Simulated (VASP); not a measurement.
# Rh (Fm-3m) in VASP: further runs

Rh is run at these levels: PBE; tasks: relaxation of cell and atoms, single point.

All numbers are computed with VASP 6.6.1; they aren't measurements. Logs are shortened: lines on timing, memory, paths and dates and some standing lists are left out, and cuts for length are marked.

## Step 1: The cell of the first run

The structure is cubic, space group Fm-3m (No. 225). The conventional cell has a = 3.806 Å, b = 3.806 Å, c = 3.806 Å, α = 90.00°, β = 90.00°, γ = 90.00°. Within 3.5 Å of Rh (site symmetry m-3m) lie 12 Rh at 2.69 Å.

## Step 2: Relaxation of cell and atoms, PBE

File INCAR:

```
SYSTEM = Rh
ALGO = Normal
EDIFF = 1E-7
EDIFFG = -0.005
ENCUT = 600
GGA = PE
IBRION = 2
ISIF = 3
ISMEAR = 0
LASPH = .TRUE.
LCHARG = .FALSE.
LREAL = .FALSE.
LWAVE = .FALSE.
NELM = 100
NSW = 100
PREC = Accurate
SIGMA = 0.1
```

File KPOINTS:

```
k-points
0
G
  18 18 18
  0 0 0
```

File POSCAR:

```
Rh
1.0
    0.0000000000      1.9029860900      1.9029860900
    1.9029860900      0.0000000000      1.9029860900
    1.9029860900      1.9029860900      0.0000000000
Rh
1
Direct
    0.0000000000      0.0000000000      0.0000000000
```

Potentials or basis: VASP PAW PBE potentials, release 64 (Rh_pv).

Launch:

```sh
$ cat potpaw_PBE.64/Rh_pv/POTCAR > POTCAR
$ mpirun -np 1 vasp_std > vasp.out
```

OUTCAR:

```text
SYSTEM = Rh
   EDIFF = 1E-7
   EDIFFG = -0.005
   ENCUT = 600
   GGA = PE
   IBRION = 2
   ISIF = 3
   ISMEAR = 0
   LASPH = .TRUE.
   LREAL = .FALSE.
   NELM = 100
   NSW = 100
   PREC = Accurate

 ion  position               nearest neighbor table
   1  0.000  0.000  0.000-

  LATTYP: Found a face centered cubic cell.
 ALAT       =     3.8059721800

  Lattice vectors:

 A1 = (   0.0000000000,   1.9029860900,   1.9029860900)
 A2 = (   1.9029860900,   0.0000000000,   1.9029860900)
 A3 = (   1.9029860900,   1.9029860900,   0.0000000000)

Analysis of symmetry for initial positions (statically):
=====================================================================
 Subroutine PRICEL returns:
 Original cell was already a primitive cell.

 Routine SETGRP: Setting up the symmetry group for a
 face centered cubic supercell.

 Subroutine GETGRP returns: Found 48 space group operations
 (whereof 48 operations were pure point group operations)
 out of a pool of 48 trial point group operations.

The static configuration has the point symmetry O_h .

Analysis of symmetry for dynamics (positions and initial velocities):
=====================================================================
 Subroutine PRICEL returns:
 Original cell was already a primitive cell.

 Routine SETGRP: Setting up the symmetry group for a
 face centered cubic supercell.

 Subroutine GETGRP returns: Found 48 space group operations
 (whereof 48 operations were pure point group operations)
 out of a pool of 48 trial point group operations.

The dynamic configuration has the point symmetry O_h .

 Subroutine INISYM returns: Found 48 space group operations
 (whereof 48 operations are pure point group operations),
 and found     1 'primitive' translations

----------------------------------------------------------------------------------------

                                     Primitive cell

  volume of cell :      13.7828

  direct lattice vectors                    reciprocal lattice vectors
     0.000000000  1.902986090  1.902986090    -0.262744958  0.262744958  0.262744958
     1.902986090  0.000000000  1.902986090     0.262744958 -0.262744958  0.262744958
     1.902986090  1.902986090  0.000000000     0.262744958  0.262744958 -0.262744958

  length of vectors
     2.691228737  2.691228737  2.691228737     0.455087616  0.455087616  0.455087616

  position of ions in fractional coordinates (direct lattice)
     0.000000000  0.000000000  0.000000000

  ion indices of the primitive-cell ions
[... 96 lines left out ...]
  Fermi-wavevector in a.u.,A,eV,Ry     =   1.683939  3.182183 38.581359  2.835650
  Thomas-Fermi vector in A             =   2.767050
   LORBIT       =      0    0 simple, 1 ext, 2 COOP (PROOUT), +10 PAW based schemes
   GGA     = PE    functional components
   LHFCALC =     F    Hartree Fock is set to
   AEXX    =    0.0000 exact exchange contribution
   IVDW    =     0    specifies the selected vdW correction
   LEPSILON=     F    determine dielectric tensor
   LRPA    =     F    only Hartree local field effects (RPA)
 conjugate gradient relaxation of ions
 non-spin polarized calculation
 Gauss-broadening in eV      SIGMA  =   0.10
  energy-cutoff  :      600.00
  volume of cell :       13.78
 maximum number of plane-waves:       474
 NGX is ok and might be reduce to    24
   NGX = 11   NGY = 11   NGZ = 11

--------------------------------------- Ionic step        1  -------------------------------------------

 number of electron      15.0000002 magnetization

 Free energy of the ion-electron system (eV)
  ---------------------------------------------------
  ext. energy  EPLUGINS =         0.00000000
  ---------------------------------------------------
  free energy    TOTEN  =        -7.25755894 eV

  energy without entropy =       -7.25063098  energy(sigma->0) =       -7.25409496

------------------------ aborting loop because EDIFF is reached ----------------------------------------

  FORCE on cell =-STRESS in cart. coord.  units (eV):
  Direction    XX          YY          ZZ          XY          YZ          ZX
  --------------------------------------------------------------------------------------
  -------------------------------------------------------------------------------------
  Total        0.4294526      0.4294526      0.4294526      0.0000000     -0.0000000     -0.0000000
  in kB       49.9216592     49.9216592     49.9216592      0.0000000     -0.0000000     -0.0000000
  external PRESSURE =      49.9216592 kB  Pullay stress =       0.0000000 kB
[... 92 lines left out ...]
--------------------------------------- Ionic step        4  -------------------------------------------

 number of electron      15.0000000 magnetization

 Free energy of the ion-electron system (eV)
  ---------------------------------------------------
  ext. energy  EPLUGINS =         0.00000000
  ---------------------------------------------------
  free energy    TOTEN  =        -7.26146175 eV

  energy without entropy =       -7.25430420  energy(sigma->0) =       -7.25788297

 E-fermi :  11.5278     XC(G=0): -13.8985

 val. band max:       11.5276292643   @ k =   0.5000   0.3889   0.0556
 cond. band min:      11.5357787016   @ k =  -0.4444   0.3333   0.1667
 fundamental gap:      0.0081494373
 Fermi energy:        11.5278353504

 k-point     1 :       0.0000    0.0000    0.0000
  band No.  band energies     occupation
      1     -34.8241      2.00000
      2     -34.8241      2.00000
      3     -34.8241      2.00000
      4       3.7201      2.00000
      5       8.5425      2.00000
      6       8.5425      2.00000
      7       8.5425      2.00000
      8      10.5596      2.00000
      9      10.5596      2.00000
     10      27.5354      0.00000
     11      32.1075      0.00000
[... 309 lines left out ...]
 k-point    24 :      -0.2222    0.0556    0.0000
  band No.  band energies     occupation
      1     -35.1525      2.00000
      2     -34.8914      2.00000
      3     -34.8619      2.00000
      4       5.5297      2.00000
      5       8.2092      2.00000
      6       8.9223      2.00000
      7       8.9734      2.00000
      8      10.3777      2.00000
      9      11.0354      2.00000
     10      26.8385      0.00000
     11      29.1478      0.00000

 [... further k-points ...]

------------------------ aborting loop because EDIFF is reached ----------------------------------------

  FORCE on cell =-STRESS in cart. coord.  units (eV):
  Direction    XX          YY          ZZ          XY          YZ          ZX
  --------------------------------------------------------------------------------------
  -------------------------------------------------------------------------------------
  Total        0.0026240      0.0026240      0.0026240      0.0000000      0.0000000      0.0000000
  in kB        0.2994977      0.2994977      0.2994977      0.0000000      0.0000000      0.0000000
  external PRESSURE =       0.2994977 kB  Pullay stress =       0.0000000 kB
[... 16 lines left out ...]
  FREE ENERGIE OF THE ION-ELECTRON SYSTEM (eV)
  ---------------------------------------------------
  free  energy   TOTEN  =        -7.2614617511 eV

  energy  without entropy=       -7.2543041966  energy(sigma->0) =       -7.25788297

 reached required accuracy - stopping structural energy minimisation
```

OSZICAR:

```text
N       E                     dE             d eps       ncg     rms          rms(c)
DAV:   1     0.125053568353E+03    0.12505E+03   -0.10209E+04  4290   0.163E+03
DAV:   2    -0.611686390626E+01   -0.13117E+03   -0.12542E+03  4404   0.411E+02
DAV:   3    -0.774933099512E+01   -0.16325E+01   -0.16237E+01  4995   0.515E+01
[... 32 lines left out ...]
DAV:   1    -0.726150460007E+01   -0.43727E-04   -0.63381E-04  4491   0.418E-01    0.459E-02
DAV:   2    -0.726146041629E+01    0.44184E-04   -0.10641E-04  4440   0.156E-01    0.797E-03
DAV:   3    -0.726146072717E+01   -0.31088E-06   -0.11684E-06  4644   0.145E-02    0.466E-03
DAV:   4    -0.726146181212E+01   -0.10849E-05   -0.33914E-07  4566   0.828E-03    0.385E-04
DAV:   5    -0.726146175109E+01    0.61034E-07   -0.86303E-09  2313   0.151E-03
   4 F= -.72614618E+01 E0= -.72578830E+01  d E =-.390281E-02
```

CONTCAR:

```text
Rh
   1.00000000000000
     0.0000000000000000    1.9146368737253578    1.9146368737253578
     1.9146368737253578   -0.0000000000000000    1.9146368737253578
     1.9146368737253578    1.9146368737253578   -0.0000000000000000
  Rh
     1
Direct
     0.0000000000000000    0.0000000000000000    0.0000000000000000

  0.00000000E+00  0.00000000E+00  0.00000000E+00
```

It took 3.2 min on 1 thread of AMD EPYC 7R13, shared host; peak memory 0.15 GiB.

Results:

| Item | Value |
| --- | --- |
| Free energy | -7.2615 eV |
| Relaxed volume | 14.04 Å³/atom |
| Relaxed cell | a = 2.708 Å, b = 2.708 Å, c = 2.708 Å, α = 60.00°, β = 60.00°, γ = 60.00° |
| Space group after relaxing (to 0.05 Å) | Fm-3m (No. 225) |
| Energy gained by relaxing | 3.9 meV/atom |
| Ionic steps | 4 |
| Pressure after relaxing | 0.0 GPa |

The path:
```tsv
step	energy change (eV)	largest force (eV/Å)	pressure (GPa)	volume (Å³)
1	0.0000	0.0000	4.99	13.78
2	0.0162	0.0000	-9.93	14.66
3	-0.0039	0.0000	-0.07	14.04
4	-0.0039	0.0000	0.03	14.04
```

Final structure:
```yaml
crystal:
  lattice:
    - [0.00000, 1.91464, 1.91464]
    - [1.91464, 0.00000, 1.91464]
    - [1.91464, 1.91464, 0.00000]
  atoms:
    - { symbol: Rh, position: [0.00000, 0.00000, 0.00000] }
```

## Step 3: Single point, PBE

This run uses another cell than the first one, of 14.04 Å³/atom, 1.019 times its volume.

File INCAR:

```
SYSTEM = Rh
ALGO = Normal
EDIFF = 1E-7
ENCUT = 520
GGA = PE
ISIF = 2
ISMEAR = 0
LASPH = .TRUE.
LCHARG = .FALSE.
LREAL = .FALSE.
LWAVE = .FALSE.
NBANDS = 14
NELM = 100
PREC = Accurate
SIGMA = 0.1
```

KPOINTS is that of step 2.

File POSCAR:

```
Rh
1.0
    0.0000000000      1.9149689493      1.9149689493
    1.9149689493      0.0000000000      1.9149689493
    1.9149689493      1.9149689493      0.0000000000
Rh
1
Direct
    0.0000000000      0.0000000000      0.0000000000
```

Potentials or basis: VASP PAW PBE potentials, release 64 (Rh_pv).

Launch:

```sh
$ cat potpaw_PBE.64/Rh_pv/POTCAR > POTCAR
$ mpirun -np 1 vasp_std > vasp.out
```

OUTCAR:

```text
SYSTEM = Rh
   EDIFF = 1E-7
   ENCUT = 520
   GGA = PE
   ISIF = 2
   ISMEAR = 0
   LASPH = .TRUE.
   LREAL = .FALSE.
   NELM = 100
   PREC = Accurate

 ion  position               nearest neighbor table
   1  0.000  0.000  0.000-

  LATTYP: Found a face centered cubic cell.
 ALAT       =     3.8299378986

  Lattice vectors:

 A1 = (   0.0000000000,   1.9149689493,   1.9149689493)
 A2 = (   1.9149689493,   0.0000000000,   1.9149689493)
 A3 = (   1.9149689493,   1.9149689493,   0.0000000000)

Analysis of symmetry for initial positions (statically):
=====================================================================
 Subroutine PRICEL returns:
 Original cell was already a primitive cell.

 Routine SETGRP: Setting up the symmetry group for a
 face centered cubic supercell.

 Subroutine GETGRP returns: Found 48 space group operations
 (whereof 48 operations were pure point group operations)
 out of a pool of 48 trial point group operations.

The static configuration has the point symmetry O_h .

[... 166 lines left out ...]
  band No.  band energies     occupation
      1     -34.8322      2.00000
      2     -34.8322      2.00000
      3     -34.8322      2.00000
      4       3.7144      2.00000
      5       8.5360      2.00000
      6       8.5360      2.00000
      7       8.5360      2.00000
      8      10.5514      2.00000
      9      10.5514      2.00000
     10      27.5263      0.00000
     11      32.0993      0.00000
     12      32.8660      0.00000
     13      32.8660      0.00000
     14      32.8660      0.00000
[... 377 lines left out ...]
      1     -35.1600      2.00000
      2     -34.8993      2.00000
      3     -34.8698      2.00000
      4       5.5236      2.00000
      5       8.2027      2.00000
      6       8.9155      2.00000
      7       8.9665      2.00000
      8      10.3696      2.00000
      9      11.0267      2.00000
     10      26.8252      0.00000
     11      29.1365      0.00000
     12      32.0986      0.00000
     13      34.1716      0.00000
     14      36.0367      0.00000

 [... further k-points ...]

------------------------ aborting loop because EDIFF is reached ----------------------------------------

  FORCE on cell =-STRESS in cart. coord.  units (eV):
  Direction    XX          YY          ZZ          XY          YZ          ZX
  --------------------------------------------------------------------------------------
  -------------------------------------------------------------------------------------
  Total        0.0035439      0.0035439      0.0035439     -0.0000000      0.0000000     -0.0000000
  in kB        0.4042726      0.4042726      0.4042726     -0.0000000      0.0000000     -0.0000000
  external PRESSURE =       0.4042726 kB  Pullay stress =       0.0000000 kB

 VOLUME and BASIS-vectors are now :
 -----------------------------------------------------------------------------
  energy-cutoff  :      520.00
  volume of cell :       14.04
      direct lattice vectors                 reciprocal lattice vectors
     0.000000000  1.914968949  1.914968949    -0.261100839  0.261100839  0.261100839
     1.914968949  0.000000000  1.914968949     0.261100839 -0.261100839  0.261100839
     1.914968949  1.914968949  0.000000000     0.261100839  0.261100839 -0.261100839

 POSITION                                       TOTAL-FORCE (eV/Angst)
 -----------------------------------------------------------------------------------
      0.00000      0.00000      0.00000         0.000000     -0.000000      0.000000
 -----------------------------------------------------------------------------------
    total drift:                                0.000000     -0.000000      0.000000

  FREE ENERGIE OF THE ION-ELECTRON SYSTEM (eV)
  ---------------------------------------------------
  free  energy   TOTEN  =        -7.2616864540 eV

  energy  without entropy=       -7.2545225049  energy(sigma->0) =       -7.25810448
```

OSZICAR:

```text
N       E                     dE             d eps       ncg     rms          rms(c)
DAV:   1     0.119698686169E+03    0.11970E+03   -0.87511E+03  5490   0.114E+03
DAV:   2    -0.620083630564E+01   -0.12590E+03   -0.12018E+03  5958   0.340E+02
DAV:   3    -0.776048955079E+01   -0.15597E+01   -0.15572E+01  6648   0.416E+01
DAV:   4    -0.776629854919E+01   -0.58090E-02   -0.58087E-02  6150   0.260E+00
DAV:   5    -0.776635107744E+01   -0.52528E-04   -0.52528E-04  6582   0.219E-01    0.961E+00
DAV:   6    -0.727973167954E+01    0.48662E+00   -0.82315E-01  5838   0.126E+01    0.328E+00
DAV:   7    -0.726505210992E+01    0.14680E-01   -0.17438E-02  6294   0.152E+00    0.158E+00
DAV:   8    -0.726180120847E+01    0.32509E-02   -0.31246E-03  5892   0.748E-01    0.174E-01
DAV:   9    -0.726168511710E+01    0.11609E-03   -0.86314E-05  5862   0.127E-01    0.111E-02
DAV:  10    -0.726168629187E+01   -0.11748E-05   -0.32251E-06  6360   0.221E-02    0.268E-03
DAV:  11    -0.726168648363E+01   -0.19176E-06   -0.25789E-07  6080   0.696E-03    0.758E-04
DAV:  12    -0.726168645401E+01    0.29616E-07   -0.79845E-09  2904   0.128E-03
   1 F= -.72616865E+01 E0= -.72581045E+01  d E =-.716395E-02
```

stdout:

```text
POSCAR found type information on POSCAR Rh
 POSCAR found :  1 types and       1 ions
 scaLAPACK will be used
 LDA part: xc-table for (Slater+PW92), standard interpolation
 POSCAR, INCAR and KPOINTS ok, starting setup
 FFT: planning ... GRIDC
 FFT: planning ... GRID_SOFT
 FFT: planning ... GRID
 WAVECAR not read
 entering main loop
```

Wall time 12 s (1 thread of Intel Xeon 6975P-C (Granite Rapids), shared host); peak memory 0.15 GiB.

Results:

```
Free energy : -7.2617 eV
Pressure    : 0.0 GPa
```
